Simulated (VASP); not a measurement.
Sb: single point with RPBE

The system is Sb.

```
CELL_PARAMETERS angstrom
3.39240 0.00000 0.00000
-1.69620 2.93790 0.00000
0.00000 0.00000 5.62598
ATOMIC_POSITIONS crystal
Sb 0.33333 0.66667 0.25000
Sb 0.66667 0.33333 0.75000
```

This isn't the form of Sb at room conditions, which is rhombohedral.

* Program: VASP 6.6.1
* Task: single point
* Functional: RPBE
* Potentials or basis: VASP PAW PBE potentials, release 64 (Sb)
* Cutoff: 520 eV
* k mesh: 11 × 11 × 6
* Occupations: fermi-dirac, width 0.1 eV
* Spin: no spin polarisation

* Pressure: -0.2 GPa
* Band gap on the k mesh: zero (bands 5 and 6 overlap by 7.00 eV)

Levels at points of the mesh, in eV from the Fermi level:
```csv
k point,band 1,band 2,band 3,band 4,band 5,band 6,band 7,band 8,band 9,band 10
"(0.00, 0.00, 0.00)",-12.65,-9.24,-5.63,3.53,3.53,4.87,5.01,5.01,7.63,8.82
"(0.00, 0.00, 0.50)",-11.51,-11.51,-1.03,-1.03,4.26,4.26,4.26,4.26,8.53,8.53
```

Wall time 40 s on 1 thread of Intel Xeon 8259CL, on a shared host, peak memory 0.19 GiB.

Caveat: the PAW data sets were made with another functional, which shifts forces and pressure a little; spin-orbit coupling is left out, which moves the levels of the heavy elements.
